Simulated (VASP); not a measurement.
Runs of VASP 6.6.1 on Pb. The structure is that of space group Fm-3m (No. 225), or close to it. The cells are those of the table. 

```tsv
cell	gap on the mesh (eV)	pressure (GPa)
a = 2.739 Å, angles 60.0°, 1 atom	none	202.1
a = 3.176 Å, angles 60.0°, 1 atom	none	(b)
a = 3.450 Å, angles 60.0°, 1 atom	none	0.0
a = 2.877 Å, angles 60.0°, 1 atom	none	110.1
a = 2.604 Å, angles 60.0°, 1 atom	none	(a)
a = 3.306 Å, angles 60.0°, 1 atom	none	9.3
```

Alike in all rows: task single point; level LDA; potentials or basis VASP PAW LDA potentials, release 64 (Pb_d); no spin polarisation; k mesh 15 × 15 × 15; cutoff (eV) 500; smearing fermi-dirac 0.05 eV.

Question: Fill in the values left out.

Answer: (a) 357.6; (b) 24.2.

Caveats: spin-orbit coupling is left out, which moves the levels of the heavy elements; the cell stands under pressure (at least some runs).

A k mesh can miss the band edges, and the runs leave out spin-orbit coupling on Pb.

A gap of «none» marks levels without a gap at the run's occupations.
